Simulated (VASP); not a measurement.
Wanted: the native input for a VASP 6.6.1 run.

- Task: single point
- Functional: PBE
- Potentials or basis: VASP PAW PBE potentials, release 64 (Zn)
- Cutoff: 520 eV
- k mesh: 20 × 20 × 20
- Occupations: gaussian, width 0.15 eV
- Spin: no spin polarisation
- Dipole correction: no
- Further INCAR settings: ALGO = Normal; EDIFF = 1e-07; NBANDS = 12

The structure of Zn lies in POSCAR:

```
Zn
1.0
    0.0000000000      2.0138954000      2.0630148000
    2.0138954000      0.0000000000      2.0630148000
    2.0138954000      2.0138954000      0.0000000000
Zn
1
Direct
    0.0000000000      0.0000000000      0.0000000000
```

This cell differs from its parent crystal: strain +0.025 along x and y, +0.050 along z.

One way to write it, as run:

INCAR

```
SYSTEM = Zn
PREC = Accurate
ENCUT = 520
EDIFF = 1E-7
ISMEAR = 0
SIGMA = 0.15
LREAL = .FALSE.
LASPH = .TRUE.
NELM = 60
ALGO = Normal
ISIF = 2
LWAVE = .FALSE.
LCHARG = .FALSE.
GGA = PE
NBANDS = 12
```

KPOINTS

```
Automatic mesh
0
G
  20 20 20
  0 0 0
```

Potentials or basis: VASP PAW PBE potentials, release 64 (Zn).

Run with:

```sh
$ cat potpaw_PBE.64/Zn/POTCAR > POTCAR
$ mpirun -np 1 vasp_std > vasp.out
```

Results of the run:

```
Pressure               : -5.1 GPa
Band gap on the k mesh : zero (bands 6 and 7 overlap by 3.75 eV)
```

Caveat: the cell differs from its parent crystal (strain +0.025 along x and y, +0.050 along z); the cell stands under tension.

It took 2.1 min on 1 thread of Intel Xeon 8259CL, with other jobs on the host, peak memory 0.24 GiB.
